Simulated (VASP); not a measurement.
# SnSe2 (P-3m1) in VASP: a series of runs, part 2 of 2

VASP 6.6.1. Earlier steps stand in the parts before.

## (3) Single point, PBE (strain +1.0%)

The input, INCAR:

```
SYSTEM = SnSe2
PREC     = Accurate       ! precision mode
ENCUT    = 520            ! plane-wave cutoff, eV
EDIFF    = 1E-7           ! SCF threshold, eV
ISMEAR   = -1             ! smearing method
SIGMA    = 0.02           ! smearing width, eV
LREAL    = .FALSE.        ! projectors in reciprocal space
LASPH    = .TRUE.         ! aspherical terms in the spheres
NELM     = 100            ! most SCF steps
ALGO     = Normal         ! electronic algorithm
ISIF     = 2              ! what is computed and relaxed
LWAVE    = .FALSE.        ! write WAVECAR
LCHARG   = .FALSE.        ! write CHGCAR
GGA      = PE             ! functional
NBANDS   = 20             ! bands
```

The input, KPOINTS:

```
Automatic mesh
0
G
  12 12 4
  0 0 0
```

The input, POSCAR:

```
SnSe2
1.0
    3.8634008231      0.0000000000      0.0000000000
   -1.9317004116      3.3458032578      0.0000000000
    0.0000000000      0.0000000000      6.2893498550
Sn Se
1 2
Direct
    0.0000000000      0.0000000000      0.0000000000
    0.3333333333      0.6666666667      0.2490884629
    0.6666666667      0.3333333333      0.7509115371
```

Potentials or basis: VASP PAW PBE potentials, release 64 (Sn_d, Se).

The run is started by

```bash
$ cat potpaw_PBE.64/Sn_d/POTCAR potpaw_PBE.64/Se/POTCAR > POTCAR
$ mpirun -np 1 vasp_std > vasp.out
```

It took 66 s on 1 thread of AMD EPYC 9R45 (Zen 5), shared host; peak memory 0.22 GiB.

The run converged. Its results:

| Quantity | Value |
| --- | --- |
| Free energy | -11.8464 eV |
| Pressure | 1.8 GPa |
| Largest force | 0.256 eV/Å |
| Band gap on the k mesh | 0.75 eV, indirect (least direct gap 1.00 eV) |

Forces in eV/Å, atoms in the order of the input:
```
Sn   0.000  0.000  0.000
Se   0.000  0.000  0.256
Se   0.000  0.000 -0.256
```

Stress tensor (GPa, compression positive):
```
1.44 0.00 0.00
0.00 1.44 0.00
0.00 0.00 2.47
```

Levels at points of the mesh, in eV from the valence-band top:
```tsv
k point	band 10	band 11	band 12	band 13	band 14	band 15	band 16	band 17
(0.00, 0.00, 0.00)	-0.60	-0.32	-0.32	-0.09	0.91	2.98	4.57	4.57
(0.50, 0.00, 0.00)	-2.73	-2.44	-1.11	-0.28	1.09	3.75	5.36	5.48
(0.00, 0.00, 0.50)	-0.68	-0.68	-0.18	-0.18	2.26	2.89	4.34	4.34
(0.50, 0.00, 0.50)	-2.30	-1.92	-0.76	-0.62	0.75	4.21	4.80	5.86
```

Caveat: the cell differs from its parent crystal (strain +1.0%); spin-orbit coupling is left out, which moves the levels of the heavy elements; this functional lacks dispersion, which binds the layers, so the pressure and a relaxed spacing across them are unreliable. A k mesh can miss the band edges.

## (4) Single point, PBE (strain +2.0%)

The input, INCAR:

```
SYSTEM = SnSe2
  ALGO = Normal
  EDIFF = 1E-6
  ENCUT = 520
  GGA = PE
  ISIF = 2
  ISMEAR = -1
  LASPH = .True.
  LCHARG = .False.
  LREAL = .False.
  LWAVE = .False.
  NBANDS = 20
  NELM = 80
  PREC = Accurate
  SIGMA = 0.02
```

The input, KPOINTS:

```
k-points
0
Gamma
  12 12 4
  0 0 0
```

The input, POSCAR:

```
SnSe2
1.0
    3.9016523164      0.0000000000      0.0000000000
   -1.9508261582      3.3789300228      0.0000000000
    0.0000000000      0.0000000000      6.3516206456
Sn Se
1 2
Direct
    0.0000000000      0.0000000000      0.0000000000
    0.3333333333      0.6666666667      0.2449945258
    0.6666666667      0.3333333333      0.7550054742
```

The run is started by

```bash
$ cat potpaw_PBE.64/Sn_d/POTCAR potpaw_PBE.64/Se/POTCAR > POTCAR
$ mpirun -np 1 vasp_std > vasp.out
```

It took 70 s on 1 thread of AMD EPYC 9R45 (Zen 5), shared host; peak memory 0.23 GiB.

The run converged. Its results:

```
Free energy            : -11.8531 eV
Pressure               : 0.8 GPa
Largest force          : 0.244 eV/Å
Band gap on the k mesh : 0.75 eV, indirect (least direct gap 0.88 eV)
```

Forces on the atoms (eV/Å):
```
Sn   0.000  0.000  0.000
Se   0.000  0.000  0.244
Se   0.000  0.000 -0.244
```

Stress tensor (GPa, compression positive):
```
0.17 0.00 0.00
0.00 0.17 0.00
0.00 0.00 2.02
```

Levels at points of the mesh, in eV from the valence-band top:
| k point | band 10 | band 11 | band 12 | band 13 | band 14 | band 15 | band 16 | band 17 |
| --- | --- | --- | --- | --- | --- | --- | --- | --- |
| (0.00, 0.00, 0.00) | -0.64 | -0.34 | -0.34 | -0.06 | 0.83 | 2.88 | 4.49 | 4.49 |
| (0.50, 0.00, 0.00) | -2.58 | -2.43 | -0.97 | -0.29 | 1.03 | 3.75 | 5.39 | 5.58 |
| (0.00, 0.00, 0.50) | -0.71 | -0.71 | -0.23 | -0.23 | 2.07 | 2.81 | 4.29 | 4.29 |
| (0.50, 0.00, 0.50) | -2.30 | -1.86 | -0.70 | -0.58 | 0.76 | 4.22 | 4.89 | 5.93 |

Caveat: the cell differs from its parent crystal (strain +2.0%); spin-orbit coupling is left out, which moves the levels of the heavy elements; this functional lacks dispersion, which binds the layers, so the pressure and a relaxed spacing across them are unreliable.

## (5) Single point, PBE (strain +3.0%)

The input, INCAR:

```
SYSTEM = SnSe2
ALGO     = Normal         ! electronic algorithm
EDIFF    = 1E-6           ! SCF threshold, eV
ENCUT    = 520            ! plane-wave cutoff, eV
GGA      = PE             ! functional
ISIF     = 2              ! what is computed and relaxed
ISMEAR   = -1             ! smearing method
LASPH    = .True.         ! aspherical terms in the spheres
LCHARG   = .True.         ! write CHGCAR
LELF     = .True.         ! ELF
LREAL    = .False.        ! projectors in reciprocal space
LVHAR    = .True.       
LWAVE    = .False.        ! write WAVECAR
NBANDS   = 20             ! bands
NELM     = 60             ! most SCF steps
PREC     = Accurate       ! precision mode
SIGMA    = 0.02           ! smearing width, eV
```

KPOINTS is that of step 4.

The input, POSCAR:

```
SnSe2
1.0
    3.9399038097      0.0000000000      0.0000000000
   -1.9699519049      3.4120567877      0.0000000000
    0.0000000000      0.0000000000      6.4138914363
Sn Se
1 2
Direct
    0.0000000000      0.0000000000      0.0000000000
    0.3333333333      0.6666666667      0.2408456110
    0.6666666667      0.3333333333      0.7591543890
```

The run is started by

```bash
$ cat potpaw_PBE.64/Sn_d/POTCAR potpaw_PBE.64/Se/POTCAR > POTCAR
$ mpirun -np 1 vasp_std > vasp.out
```

It took 72 s on 1 thread of AMD EPYC 9R45 (Zen 5), shared host; peak memory 0.23 GiB.

Results (log left out):

```yaml
Free_energy: -11.8461 eV
Pressure: -0.1 GPa
Largest_force: 0.236 eV/Å
Band_gap_on_the_k_mesh: 0.74 eV, indirect (least direct gap 0.77 eV)
```

Forces on the atoms (eV/Å):
```
Sn   0.000  0.000  0.000
Se   0.000  0.000  0.236
Se   0.000  0.000 -0.236
```

Stress tensor (GPa, compression positive):
```
-0.93  0.00  0.00
 0.00 -0.93  0.00
 0.00  0.00  1.67
```

Levels at points of the mesh, in eV from the valence-band top:
| k point | band 10 | band 11 | band 12 | band 13 | band 14 | band 15 | band 16 | band 17 |
| --- | --- | --- | --- | --- | --- | --- | --- | --- |
| (0.00, 0.00, 0.00) | -0.69 | -0.38 | -0.38 | -0.03 | 0.74 | 2.79 | 4.41 | 4.41 |
| (0.50, 0.00, 0.00) | -2.44 | -2.43 | -0.86 | -0.30 | 0.97 | 3.74 | 5.41 | 5.67 |
| (0.00, 0.00, 0.50) | -0.74 | -0.74 | -0.28 | -0.28 | 1.89 | 2.71 | 4.23 | 4.23 |
| (0.50, 0.00, 0.50) | -2.32 | -1.81 | -0.65 | -0.56 | 0.77 | 4.20 | 4.98 | 5.99 |

Caveat: the cell differs from its parent crystal (strain +3.0%); spin-orbit coupling is left out, which moves the levels of the heavy elements; this functional lacks dispersion, which binds the layers, so the pressure and a relaxed spacing across them are unreliable.

## (6) Single point, PBE (strain +4.0%)

The input, INCAR:

```
SYSTEM = SnSe2
PREC = Accurate
ENCUT = 520
EDIFF = 1E-7
ISMEAR = -1
SIGMA = 0.02
LREAL = .False.
LASPH = .True.
NELM = 60
ALGO = Normal
ISIF = 2
LWAVE = .False.
LCHARG = .False.
GGA = PE
NBANDS = 20
```

The input, KPOINTS:

```
Automatic mesh
0
Gamma
  12 12 4
  0 0 0
```

The input, POSCAR:

```
SnSe2
1.0
    3.9781553030      0.0000000000      0.0000000000
   -1.9890776515      3.4451835526      0.0000000000
    0.0000000000      0.0000000000      6.4761622269
Sn Se
1 2
Direct
    0.0000000000      0.0000000000      0.0000000000
    0.3333333333      0.6666666667      0.2367657858
    0.6666666667      0.3333333333      0.7632342142
```

Potentials or basis: VASP PAW PBE potentials, release 64 (Sn_d, Se).

The run is started by

```bash
$ cat potpaw_PBE.64/Sn_d/POTCAR potpaw_PBE.64/Se/POTCAR > POTCAR
$ mpirun -np 1 vasp_std > vasp.out
```

It took 90 s on 1 thread of AMD EPYC 9R45 (Zen 5), shared host; peak memory 0.23 GiB.

The run converged. Its results:

```
Free energy            : -11.8271 eV
Pressure               : -0.8 GPa
Largest force          : 0.225 eV/Å
Band gap on the k mesh : 0.64 eV, indirect (least direct gap 0.66 eV)
```

Forces on the atoms (eV/Å):
```
Sn   0.000  0.000  0.000
Se   0.000  0.000  0.225
Se   0.000  0.000 -0.225
```

Stress tensor (GPa, compression positive):
```
-1.91  0.00  0.00
 0.00 -1.91  0.00
 0.00  0.00  1.38
```

Levels at points of the mesh, in eV from the valence-band top:
```tsv
k point	band 9	band 10	band 11	band 12	band 13	band 14	band 15	band 16	band 17	band 18
(0.00, 0.00, 0.00)	-0.73	-0.73	-0.42	-0.42	-0.01	0.64	2.69	4.33	4.33	7.68
(0.50, 0.00, 0.00)	-3.96	-2.43	-2.32	-0.76	-0.32	0.91	3.72	5.42	5.75	6.85
(0.00, 0.00, 0.50)	-1.41	-0.78	-0.78	-0.33	-0.33	1.72	2.62	4.17	4.17	8.30
(0.50, 0.00, 0.50)	-4.23	-2.34	-1.76	-0.60	-0.55	0.77	4.17	5.08	5.94	6.04
```

Caveat: the cell differs from its parent crystal (strain +4.0%); spin-orbit coupling is left out, which moves the levels of the heavy elements; this functional lacks dispersion, which binds the layers, so the pressure and a relaxed spacing across them are unreliable.

## (7) Overview

| cell | gap on the mesh (eV) | pressure (GPa) | largest force (eV/Å) |
| --- | --- | --- | --- |
| a = 3.825, b = 3.825, c = 6.227 Å, angles 90.0, 90.0, 120.0°, 3 atoms | 0.74 | 3.0 | 0.28 |
| a = 3.863, b = 3.863, c = 6.289 Å, angles 90.0, 90.0, 120.0°, 3 atoms | 0.75 | 1.8 | 0.26 |
| a = 3.902, b = 3.902, c = 6.352 Å, angles 90.0, 90.0, 120.0°, 3 atoms | 0.75 | 0.8 | 0.24 |
| a = 3.940, b = 3.940, c = 6.414 Å, angles 90.0, 90.0, 120.0°, 3 atoms | 0.74 | -0.1 | 0.24 |
| a = 3.978, b = 3.978, c = 6.476 Å, angles 90.0, 90.0, 120.0°, 3 atoms | 0.64 | -0.8 | 0.22 |

Alike in all rows: task single point; level PBE; potentials or basis VASP PAW PBE potentials, release 64 (Sn_d, Se); no spin polarisation; k mesh 12 × 12 × 4; cutoff (eV) 520; smearing fermi-dirac 0.02 eV.

Caveats: spin-orbit coupling is left out, which moves the levels of the heavy elements; this functional lacks dispersion, which binds the layers, so the pressure and a relaxed spacing across them are unreliable.

Total energies depend on the potentials used, so only differences within one code and one set of settings carry meaning.
